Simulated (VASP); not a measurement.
# AlZn2Ga3O8: single point with HSE06

Crystal: AlZn2Ga3O8.

```
CELL_PARAMETERS angstrom
8.27830 0.00000 0.00000
0.00000 8.27830 0.00000
0.00000 0.00000 8.27830
ATOMIC_POSITIONS crystal
Zn 0.87486 0.37454 0.37475
Zn 0.37499 0.87478 0.37488
Zn 0.37500 0.37470 0.87498
Zn 0.12938 0.12320 0.12344
Zn 0.87511 0.87446 0.87469
Zn 0.62128 0.62687 0.12341
Zn 0.62127 0.12321 0.62708
Zn 0.12919 0.62717 0.62736
Ga 0.49741 0.99965 0.99986
Ga 0.74879 0.25109 0.00161
Ga 0.74879 0.00142 0.25126
Ga 0.00190 0.50155 0.99892
Ga 0.00187 0.99868 0.50178
Ga 0.50001 0.50002 0.50026
Ga 0.25271 0.24722 0.50019
Ga 0.25273 0.50000 0.24746
Ga 0.74853 0.75104 0.50162
Ga 0.74858 0.50146 0.75124
Ga 0.00170 0.75105 0.24850
Ga 0.00172 0.24829 0.75127
O 0.50863 0.01749 0.24022
O 0.73199 0.24086 0.24105
O 0.50863 0.24002 0.01769
O 0.73708 0.01120 0.01139
O 0.01310 0.51133 0.23837
O 0.24279 0.74105 0.23025
O 0.01875 0.74121 0.00855
O 0.24130 0.51865 0.00787
O 0.01875 0.00831 0.74142
O 0.24279 0.23003 0.74126
O 0.01309 0.23814 0.51155
O 0.24129 0.00763 0.51887
O 0.26855 0.25891 0.25912
O 0.49114 0.48258 0.25965
O 0.49113 0.25943 0.48277
O 0.26175 0.48793 0.48814
O 0.50833 0.51779 0.74050
O 0.73004 0.74184 0.74203
O 0.50831 0.74029 0.51799
O 0.73870 0.51206 0.51227
O 0.76000 0.76185 0.26085
O 0.98961 0.98998 0.26167
O 0.98947 0.76011 0.48894
O 0.76184 0.98923 0.49069
O 0.76001 0.26066 0.76205
O 0.98949 0.48874 0.76034
O 0.98962 0.26144 0.99019
O 0.76186 0.49050 0.98943
O 0.26494 0.76437 0.76459
O 0.48274 0.98314 0.75917
O 0.48273 0.75896 0.98335
O 0.25834 0.98249 0.98271
Al 0.25094 0.75061 0.99702
Al 0.50004 0.24992 0.25011
Al 0.25093 0.99679 0.75083
Al 0.49702 0.75058 0.75079
```

| Property | Result |
| --- | --- |
| Program | VASP 6.6.1 |
| Task | single point |
| Functional | HSE06 |
| Potentials or basis | VASP PAW PBE potentials, release 64 (Zn, Ga_d, O, Al) |
| Cutoff | 520 eV |
| k mesh | 1 × 1 × 1, shifted |
| Occupations | fermi-dirac, width 0.05 eV |
| Spin | no spin polarisation |
| Dipole correction | no |
| Grid for exact exchange (PRECFOCK) | Fast |
| Further INCAR settings | LREAL = Auto; ALGO = Normal; EDIFF = 1e-06; NBANDS = 262; ISYM = -1 |
| Share of exact exchange | 0.25 |
| Screening parameter | 0.2079 1/Å |

```yaml
Pressure: 0.0 GPa
Largest_force: 0.271 eV/Å
Band_gap_on_the_k_mesh: 5.86 eV
```

Forces in eV/Å, atoms in the order of the input:
```
Zn  -0.007  0.008  0.008
Zn   0.006  0.017  0.019
Zn   0.005  0.018  0.017
Zn   0.004 -0.017 -0.018
Zn   0.017  0.010  0.009
Zn  -0.010 -0.016 -0.016
Zn  -0.009 -0.016 -0.016
Zn   0.006  0.008  0.008
Ga  -0.035 -0.021 -0.021
Ga  -0.020  0.003  0.027
Ga  -0.020  0.027  0.005
Ga   0.014  0.021 -0.004
Ga   0.014 -0.002  0.018
Ga   0.002 -0.006 -0.006
Ga   0.023 -0.017 -0.005
Ga   0.021 -0.006 -0.019
Ga  -0.019  0.001  0.021
Ga  -0.019  0.019  0.001
Ga   0.016  0.002 -0.020
Ga   0.015 -0.020  0.000
O    0.140  0.153 -0.143
O   -0.163 -0.154 -0.153
O    0.138 -0.143  0.153
O   -0.141  0.145  0.146
O    0.153  0.149 -0.155
O   -0.126 -0.134 -0.152
O    0.153 -0.157  0.146
O   -0.160  0.153  0.139
O    0.151  0.147 -0.157
O   -0.127 -0.152 -0.134
O    0.154 -0.154  0.148
O   -0.161  0.139  0.152
O    0.164  0.138  0.138
O   -0.151 -0.155  0.153
O   -0.151  0.152 -0.155
O    0.153 -0.143 -0.144
O    0.140  0.146 -0.151
O   -0.157 -0.140 -0.139
O    0.140 -0.152  0.147
O   -0.149  0.158  0.157
O    0.135  0.154  0.142
O   -0.144 -0.150  0.153
O   -0.148  0.157 -0.150
O    0.157 -0.159 -0.144
O    0.134  0.143  0.154
O   -0.146 -0.149  0.155
O   -0.144  0.154 -0.150
O    0.158 -0.145 -0.158
O    0.151  0.143  0.144
O   -0.153 -0.144  0.152
O   -0.153  0.152 -0.143
O    0.153 -0.154 -0.153
Al   0.011  0.015 -0.041
Al   0.008  0.000  0.009
Al   0.012 -0.038  0.015
Al  -0.036  0.013  0.012
```

Stress tensor (GPa, compression positive):
```
-0.03  0.27  0.27
 0.27 -0.04 -0.11
 0.27 -0.11 -0.04
```

Levels at points of the mesh, in eV from the valence-band top:
| k point | band 224 | band 225 | band 226 | band 227 | band 228 | band 229 | band 230 | band 231 | band 232 | band 233 |
| --- | --- | --- | --- | --- | --- | --- | --- | --- | --- | --- |
| (0.25, 0.25, 0.25) | -0.15 | -0.14 | -0.10 | -0.04 | 0.00 | 5.86 | 7.57 | 7.61 | 7.76 | 8.57 |

It took 17 min on 4 MPI ranks on Intel(R) Xeon(R) Platinum 8259CL CPU @ 2.50GHz (Skylake/Cascade Lake), on a shared host, peak memory 0.58 GiB a rank.

Caveat: the PAW data sets were made with another functional, which shifts forces and pressure a little; a shifted mesh leaves out Γ, where band edges can lie. A k mesh can miss the band edges.
